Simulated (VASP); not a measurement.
# CaHfS2 (P-6m2) in VASP: further runs

Runs on CaHfS2. Level: PBE. Tasks: single point, relaxation of cell and atoms.

All numbers are computed with VASP 6.6.1; they aren't measurements. Logs are shortened: lines on timing, memory, paths and dates and some standing lists are left out, and cuts for length are marked.

## (1) The cell of the first run

It takes space group P-6m2 (No. 187, hexagonal). The conventional cell has a = 3.642 Å, b = 3.642 Å, c = 6.782 Å, α = 90.00°, β = 90.00°, γ = 120.00°. Ca (site symmetry -6m2) has 6 S at 2.78 Å and 6 Ca at 3.64 Å within 3.7 Å. Within 3.5 Å of Hf (site symmetry -6m2) lie 6 S at 2.62 Å. S (site symmetry 3m) has 3 Hf at 2.62 Å and 3 Ca at 2.78 Å and 1 S at 3.14 Å within 3.5 Å.

## (2) Single point, PBE

INCAR

```
SYSTEM = CaHfS2
ALGO = Normal ; EDIFF = 1E-7
ENCUT = 520 ; GGA = PE
ISIF = 2 ; ISMEAR = 0
LASPH = .TRUE. ; LCHARG = .TRUE.
LELF = .TRUE. ; LREAL = .FALSE.
LVHAR = .TRUE. ; LWAVE = .FALSE.
NBANDS = 24 ; NELM = 60
PREC = Accurate ; SIGMA = 0.1
```

KPOINTS

```
k-points
0
G
  6 6 4
  0 0 0
```

POSCAR

```
CaHfS2
1.0
    3.6420380305     -0.0000000030      0.0000000000
   -1.8210190126      3.1540974575      0.0000000000
    0.0000000000      0.0000000000      6.7824473738
Ca Hf S
1 1 2
Direct
    0.3333333333      0.6666666667      0.5000000000
    0.6666666667      0.3333333333      0.0000000000
    0.0000000000      0.0000000000      0.2316050705
    0.0000000000      0.0000000000      0.7683949295
```

Potentials or basis: VASP PAW PBE potentials, release 64 (Ca_sv, Hf_pv, S).

Launch:

```console
cat potpaw_PBE.64/Ca_sv/POTCAR potpaw_PBE.64/Hf_pv/POTCAR potpaw_PBE.64/S/POTCAR > POTCAR
mpirun -np 1 vasp_std > vasp.out
```

OUTCAR:

```text
SYSTEM = CaHfS2
   EDIFF = 1E-7
   ENCUT = 520
   GGA = PE
   ISIF = 2
   ISMEAR = 0
   LASPH = .TRUE.
   LREAL = .FALSE.
   NELM = 60
   PREC = Accurate

 ion  position               nearest neighbor table
   1  0.333  0.667  0.500-   3 2.78   4 2.78   3 2.78   4 2.78   3 2.78   4 2.78
   2  0.667  0.333  0.000-   3 2.62   4 2.62   3 2.62   4 2.62   3 2.62   4 2.62
   3  0.000  0.000  0.232-   2 2.62   2 2.62   2 2.62   1 2.78   1 2.78   1 2.78
   4  0.000  0.000  0.768-   2 2.62   2 2.62   2 2.62   1 2.78   1 2.78   1 2.78

  LATTYP: Found a hexagonal cell.
 ALAT       =     3.6420380305
 C/A-ratio  =     1.8622670376

  Lattice vectors:

 A1 = (   3.6420380305,  -0.0000000030,   0.0000000000)
 A2 = (  -1.8210190126,   3.1540974575,   0.0000000000)
 A3 = (   0.0000000000,   0.0000000000,   6.7824473738)

Analysis of symmetry for initial positions (statically):
=====================================================================
 Subroutine PRICEL returns:
 Original cell was already a primitive cell.

 Routine SETGRP: Setting up the symmetry group for a
 hexagonal supercell.

 Subroutine GETGRP returns: Found 12 space group operations
 (whereof 12 operations were pure point group operations)
 out of a pool of 24 trial point group operations.

The static configuration has the point symmetry D_3h.

Analysis of symmetry for dynamics (positions and initial velocities):
=====================================================================
 Subroutine PRICEL returns:
 Original cell was already a primitive cell.

 Routine SETGRP: Setting up the symmetry group for a
 hexagonal supercell.

 Subroutine GETGRP returns: Found 12 space group operations
 (whereof 12 operations were pure point group operations)
 out of a pool of 24 trial point group operations.

The dynamic configuration has the point symmetry D_3h.

 Subroutine INISYM returns: Found 12 space group operations
 (whereof 12 operations are pure point group operations),
 and found     1 'primitive' translations

----------------------------------------------------------------------------------------

                                     Primitive cell

  volume of cell :      77.9123

  direct lattice vectors                    reciprocal lattice vectors
     3.642038031 -0.000000003  0.000000000     0.274571543  0.158523954  0.000000000
    -1.821019013  3.154097457  0.000000000     0.000000000  0.317047908  0.000000000
     0.000000000  0.000000000  6.782447374     0.000000000  0.000000000  0.147439404

  length of vectors
     3.642038031  3.642038031  6.782447374     0.317047908  0.317047908  0.147439404

  position of ions in fractional coordinates (direct lattice)
     0.333333333  0.666666667  0.500000000
     0.666666667  0.333333333  0.000000000
     0.000000000  0.000000000  0.231605071
     0.000000000  0.000000000  0.768394929

  ion indices of the primitive-cell ions
   primitive index   ion index
                 1           1
                 2           2
                 3           3
                 4           4

----------------------------------------------------------------------------------------

 KPOINTS: k-points

Automatic generation of k-mesh.
 Grid dimensions read from file:
 generate k-points for:    6    6    4

 Generating k-lattice:

  Cartesian coordinates                     Fractional coordinates (reciprocal lattice)
     0.045761924  0.026420659  0.000000000     0.166666667  0.000000000  0.000000000
     0.000000000  0.052841318  0.000000000     0.000000000  0.166666667  0.000000000
     0.000000000  0.000000000  0.036859851     0.000000000  0.000000000  0.250000000

  Length of vectors
     0.052841318  0.052841318  0.036859851

  Shift w.r.t. Gamma in fractional coordinates (k-lattice)
     0.000000000  0.000000000  0.000000000

 Subroutine IBZKPT returns following result:
 ===========================================

 Found     21 irreducible k-points:

 Following reciprocal coordinates:
            Coordinates               Weight
  0.000000  0.000000  0.000000      1.000000
  0.166667 -0.000000  0.000000      6.000000
  0.333333 -0.000000  0.000000      6.000000
  0.500000 -0.000000  0.000000      3.000000
  0.166667  0.166667  0.000000      6.000000
  0.333333  0.166667  0.000000     12.000000
[... 13 lines left out ...]
  0.333333  0.166667  0.500000     12.000000
  0.333333  0.333333  0.500000      2.000000
   k-points           NKPTS =     21   k-points in BZ     NKDIM =     21   number of bands    NBANDS=     24
   number of dos      NEDOS =    301   number of ions     NIONS =      4
   total plane-waves  NPLWV =  39200
   dimension x,y,z NGX =    28 NGY =   28 NGZ =   50
   dimension x,y,z NGXF=    56 NGYF=   56 NGZF=  100
   ions per type =               1   1   2
   NGX,Y,Z   is equivalent  to a cutoff of  12.78, 12.78, 12.26 a.u.
   NGXF,Y,Z  is equivalent  to a cutoff of  25.56, 25.56, 24.51 a.u.
 SYSTEM =  CaHfS2
   PREC   = accura    normal or accurate (medium, high low for compatibility)
   ISTART =      0    job   : 0-new  1-cont  2-samecut
   ICHARG =      2    charge: 1-file 2-atom 10-const
   ISPIN  =      1    spin polarized calculation?
   LNONCOLLINEAR =      F non collinear calculations
   LSORBIT =      F    spin-orbit coupling
   LASPH  =      T    aspherical Exc in radial PAW
   ENCUT  =  520.0 eV  38.22 Ry    6.18 a.u.   6.77  6.77 12.61*2*pi/ulx,y,z
   NELM   =     60;   NELMIN=  2; NELMDL= -5     # of ELM steps
   EDIFF  = 0.1E-06   stopping-criterion for ELM
   LREAL  =      F    real-space projection
   EDIFFG = 0.1E-05   stopping-criterion for IOM
   NSW    =      0    number of steps for IOM
   IBRION =     -1    ionic relax: 0-MD 1-quasi-New 2-CG
   NFREE  =      0    steps in history (QN), initial steepest desc. (CG)
   ISIF   =      2    stress and relaxation
   ISYM   =      2    0-nonsym 1-usesym 2-fastsym
   POTIM  = 0.5000    time-step for ionic-motion
   TEBEG  =    0.0;   TEEND  =   0.0 temperature during run
   PSTRESS=    0.0 pullay stress
   NELECT =      32.0000    total number of electrons
   NUPDOWN=      -1.0000    fix difference up-down
   EMIN   =  10.00;   EMAX   =-10.00  energy-range for DOS
   EFERMI =   0.00;   METHOD = LEGACY
   ISMEAR =     0;   SIGMA  =   0.10  broadening in eV -4-tet -1-fermi 0-gaus
   EFERMI_NEDOS =   21; number of points for ismear=-14 and -15
   IALGO  =     38    algorithm
   IMIX   =      4    mixing-type and parameters
     AMIX     =   0.40;   BMIX     =  1.00
     AMIX_MAG =   1.60;   BMIX_MAG =  1.00
  volume/ion in A,a.u.               =      19.48       131.44
  Fermi-wavevector in a.u.,A,eV,Ry     =   1.216904  2.299614 20.148245  1.480854
  Thomas-Fermi vector in A             =   2.352242
   LORBIT       =      0    0 simple, 1 ext, 2 COOP (PROOUT), +10 PAW based schemes
   GGA     = PE    functional components
   LHFCALC =     F    Hartree Fock is set to
   AEXX    =    0.0000 exact exchange contribution
   IVDW    =     0    specifies the selected vdW correction
   LEPSILON=     F    determine dielectric tensor
   LRPA    =     F    only Hartree local field effects (RPA)
 non-spin polarized calculation
 Gauss-broadening in eV      SIGMA  =   0.10
  energy-cutoff  :      520.00
  volume of cell :       77.91
 maximum number of plane-waves:      2126
 NGX is ok and might be reduce to    28
   NGX = 13   NGY = 13   NGZ = 25

 number of electron      32.0000001 magnetization

 Free energy of the ion-electron system (eV)
  ---------------------------------------------------
  ext. energy  EPLUGINS =         0.00000000
  ---------------------------------------------------
  free energy    TOTEN  =       -26.66902487 eV

  energy without entropy =      -26.66323215  energy(sigma->0) =      -26.66612851

 E-fermi :   6.9915     XC(G=0): -10.5310

 val. band max:        6.9738086911   @ k =   0.3333   0.3333   0.2500
 cond. band min:       7.0361140251   @ k =   0.3333   0.3333   0.5000
 fundamental gap:      0.0623053339
 Fermi energy:         6.9914604142

 k-point     1 :       0.0000    0.0000    0.0000
  band No.  band energies     occupation
      1     -34.8337      2.00000
      2     -24.8790      2.00000
      3     -24.6749      2.00000
      4     -24.6749      2.00000
      5     -15.9669      2.00000
      6     -15.7975      2.00000
[... 16 lines left out ...]
     23      10.7768      0.00000
     24      10.7768      0.00000

 k-point     2 :       0.1667   -0.0000    0.0000
  band No.  band energies     occupation
      1     -34.8268      2.00000
      2     -24.8697      2.00000
      3     -24.7208      2.00000
      4     -24.6853      2.00000
      5     -15.9459      2.00000
      6     -15.8730      2.00000
[... 16 lines left out ...]
     23      10.1859      0.00000
     24      10.3932      0.00000

 k-point     3 :       0.3333   -0.0000    0.0000
  band No.  band energies     occupation
      1     -34.8131      2.00000
      2     -24.8512      2.00000
      3     -24.8112      2.00000
      4     -24.7060      2.00000
      5     -16.0185      2.00000
      6     -15.9034      2.00000
[... 16 lines left out ...]
     23      10.8111      0.00000
     24      10.8196      0.00000

 k-point     4 :       0.5000   -0.0000    0.0000
  band No.  band energies     occupation
      1     -34.8062      2.00000
      2     -24.8556      2.00000
      3     -24.8419      2.00000
      4     -24.7164      2.00000
      5     -16.0889      2.00000
      6     -15.8819      2.00000
[... 16 lines left out ...]
     23      10.8076      0.00000
     24      11.2959      0.00000

 k-point     5 :       0.1667    0.1667    0.0000
  band No.  band energies     occupation
      1     -34.8165      2.00000
      2     -24.8558      2.00000
      3     -24.7805      2.00000
      4     -24.7093      2.00000
      5     -15.9690      2.00000
      6     -15.9141      2.00000
[... 16 lines left out ...]
     23      10.5173      0.00000
     24      10.9855      0.00000

 k-point     6 :       0.3333    0.1667    0.0000
  band No.  band energies     occupation
      1     -34.8062      2.00000
      2     -24.8419      2.00000
      3     -24.8334      2.00000
      4     -24.7392      2.00000
      5     -16.0525      2.00000
      6     -15.8965      2.00000
[... 16 lines left out ...]
     23      11.0020      0.00000
     24      11.3057      0.00000
[... 298 lines left out ...]
 k-point    18 :       0.5000   -0.0000    0.5000
  band No.  band energies     occupation
      1     -34.8062      2.00000
      2     -24.8556      2.00000
      3     -24.8419      2.00000
      4     -24.7163      2.00000
      5     -16.0883      2.00000
      6     -15.8814      2.00000
[... 16 lines left out ...]
     23      10.8401      0.00000
     24      10.9887      0.00000

 k-point    19 :       0.1667    0.1667    0.5000
  band No.  band energies     occupation
      1     -34.8165      2.00000
      2     -24.8557      2.00000
      3     -24.7805      2.00000
      4     -24.7093      2.00000
      5     -15.9684      2.00000
      6     -15.9155      2.00000
[... 16 lines left out ...]
     23      10.3327      0.00000
     24      11.1054      0.00000

 k-point    20 :       0.3333    0.1667    0.5000
  band No.  band energies     occupation
      1     -34.8062      2.00000
      2     -24.8419      2.00000
      3     -24.8334      2.00000
      4     -24.7392      2.00000
      5     -16.0522      2.00000
      6     -15.8966      2.00000
[... 16 lines left out ...]
     23      10.6132      0.00000
     24      10.8373      0.00000

 k-point    21 :       0.3333    0.3333    0.5000
  band No.  band energies     occupation
      1     -34.8027      2.00000
      2     -24.8373      2.00000
      3     -24.8150      2.00000
      4     -24.7854      2.00000
      5     -16.0213      2.00000
      6     -15.9716      2.00000
[... 16 lines left out ...]
     23      10.6214      0.00000
     24      11.4896      0.00000

------------------------ aborting loop because EDIFF is reached ----------------------------------------

  FORCE on cell =-STRESS in cart. coord.  units (eV):
  Direction    XX          YY          ZZ          XY          YZ          ZX
  --------------------------------------------------------------------------------------
  -------------------------------------------------------------------------------------
  Total       -0.1571607     -0.1571607     -0.0891089     -0.0000000      0.0000000      0.0000000
  in kB       -3.2318302     -3.2318302     -1.8324232     -0.0000000      0.0000000      0.0000000
  external PRESSURE =      -2.7653612 kB  Pullay stress =       0.0000000 kB

 VOLUME and BASIS-vectors are now :
 -----------------------------------------------------------------------------
  energy-cutoff  :      520.00
  volume of cell :       77.91
      direct lattice vectors                 reciprocal lattice vectors
     3.642038031 -0.000000003  0.000000000     0.274571543  0.158523954  0.000000000
    -1.821019013  3.154097457  0.000000000     0.000000000  0.317047908  0.000000000
     0.000000000  0.000000000  6.782447374     0.000000000  0.000000000  0.147439404

 POSITION                                       TOTAL-FORCE (eV/Angst)
 -----------------------------------------------------------------------------------
      0.00000      2.10273      3.39122         0.000000     -0.000000     -0.000000
      1.82102      1.05137      0.00000         0.000000     -0.000000     -0.000000
      0.00000      0.00000      1.57085        -0.000000      0.000000     -0.084827
      0.00000      0.00000      5.21160        -0.000000      0.000000      0.084827
 -----------------------------------------------------------------------------------
    total drift:                                0.000000     -0.000000     -0.000000

  FREE ENERGIE OF THE ION-ELECTRON SYSTEM (eV)
  ---------------------------------------------------
  free  energy   TOTEN  =       -26.6690248750 eV

  energy  without entropy=      -26.6632321478  energy(sigma->0) =      -26.66612851
```

It took 62 s on 1 thread of Intel Xeon Platinum 8259CL at 2.50GHz (Skylake/Cascade Lake), shared host; peak memory 0.21 GiB.

Results:

- Free energy: -26.6690 eV
- Pressure: -0.3 GPa
- Largest force: 0.085 eV/Å
- Band gap on the k mesh: zero (bands 16 and 17 overlap by 0.51 eV)

Forces on the atoms (eV/Å):
```
Ca   0.000  0.000  0.000
Hf   0.000  0.000  0.000
S    0.000  0.000 -0.085
S    0.000  0.000  0.085
```

Levels at points of the mesh, in eV from the Fermi level:
| k point | band 14 | band 15 | band 16 | band 17 | band 18 | band 19 |
| --- | --- | --- | --- | --- | --- | --- |
| (0.00, 0.00, 0.00) | -3.54 | -3.00 | -0.85 | 0.65 | 0.65 | 0.85 |
| (0.50, 0.00, 0.00) | -3.92 | -3.44 | -1.86 | 1.46 | 1.72 | 2.08 |
| (0.00, 0.00, 0.50) | -3.71 | -3.71 | 0.47 | 1.45 | 1.45 | 1.54 |
| (0.50, 0.00, 0.50) | -4.60 | -4.16 | -1.05 | 0.09 | 2.46 | 2.94 |

Caveat: spin-orbit coupling is left out, which moves the levels of the heavy elements.

## (3) Relaxation of cell and atoms, PBE

This run uses another cell than the first one, of 16.61 Å³/atom.

INCAR

```
ALGO = Normal
EDIFF = 1E-6
EDIFFG = -0.04
ENCUT = 600
GGA = PE
IBRION = 2
ISIF = 3
ISMEAR = 0
LASPH = True
LCHARG = False
LREAL = False
LWAVE = False
NELM = 100
NSW = 90
PREC = Accurate
SIGMA = 0.1
```

KPOINTS

```
k-points
0
Gamma
  6 6 4
```

POSCAR

```
CaHfS2
1.0
    3.4596472700      0.0000000000      0.0000000000
   -1.7298236300      2.9961424200      0.0000000000
    0.0000000000      0.0000000000      6.4102356400
Ca Hf S
1 1 2
Direct
    0.3333333300      0.6666666700      0.5000000000
    0.6666666700      0.3333333300      0.0000000000
    0.0000000000      0.0000000000      0.2507091900
    0.0000000000      0.0000000000      0.7492908100
```

Potentials or basis: VASP PAW PBE potentials, release 64 (Ca_sv, Hf_pv, S).

Launch:

```console
cat potpaw_PBE.64/Ca_sv/POTCAR potpaw_PBE.64/Hf_pv/POTCAR potpaw_PBE.64/S/POTCAR > POTCAR
mpirun -np 1 vasp_std > vasp.out
```

It took 5.3 min on 1 thread of Intel Xeon Platinum 8259CL at 2.50GHz (Skylake/Cascade Lake), shared host; peak memory 0.23 GiB.

Results (log left out):

```yaml
Free_energy: -26.6679 eV
Relaxed_volume: 19.46 Å³/atom
Relaxed_cell: a = 3.644 Å, b = 3.644 Å, c = 6.771 Å, α = 90.00°, β = 90.00°, γ = 120.00°
Space_group_after_relaxing_to_0.1_Å: P-6m2 (No. 187)
Energy_gained_by_relaxing: 201.5 meV/atom
Ionic_steps: 8
Pressure_after_relaxing: -0.1 GPa
Band_gap_on_the_k_mesh: zero (bands 16 and 17 overlap by 0.52 eV)
```

Stress tensor (GPa, compression positive):
```
-0.23  0.00  0.00
 0.00 -0.23  0.00
 0.00  0.00  0.19
```

The path:
```tsv
step	energy change (eV)	largest force (eV/Å)	pressure (GPa)	volume (Å³)
1	0.0000	1.7700	19.81	66.45
2	-0.4057	0.7685	-9.80	88.21
3	-0.7196	1.0226	-1.52	78.36
4	-0.7198	1.0322	-1.21	78.11
5	-0.7929	0.4069	-0.06	77.48
6	-0.8039	0.0273	0.77	77.13
7	-0.8058	0.0099	-0.40	78.12
8	-0.8061	0.0007	-0.09	77.85
```

Final structure:
```yaml
crystal:
  lattice:
    - [3.64353, 0.00000, 0.00000]
    - [-1.82176, 3.15539, 0.00000]
    - [0.00000, 0.00000, 6.77119]
  atoms:
    - { symbol: Ca, position: [0.33333, 0.66667, 0.50000] }
    - { symbol: Hf, position: [0.66667, 0.33333, 0.00000] }
    - { symbol: S, position: [0.00000, 0.00000, 0.23071] }
    - { symbol: S, position: [0.00000, 0.00000, 0.76929] }
```

Levels at points of the mesh, in eV from the Fermi level:
```
           k point  band 14  band 15  band 16  band 17  band 18  band 19
(0.00, 0.00, 0.00)    -3.56    -2.98    -0.84     0.66     0.66     0.98
(0.50, 0.00, 0.00)    -3.93    -3.42    -1.86     1.47     1.72     2.09
(0.00, 0.00, 0.50)    -3.72    -3.72     0.48     1.45     1.45     1.56
(0.50, 0.00, 0.50)    -4.62    -4.17    -1.05     0.08     2.45     2.92
```

Caveat: the volume moved by over 15 % at a fixed basis, so the end points are rough; spin-orbit coupling is left out, which moves the levels of the heavy elements.

The gap in the log of VASP goes by the Fermi energy; the results here count the filled bands.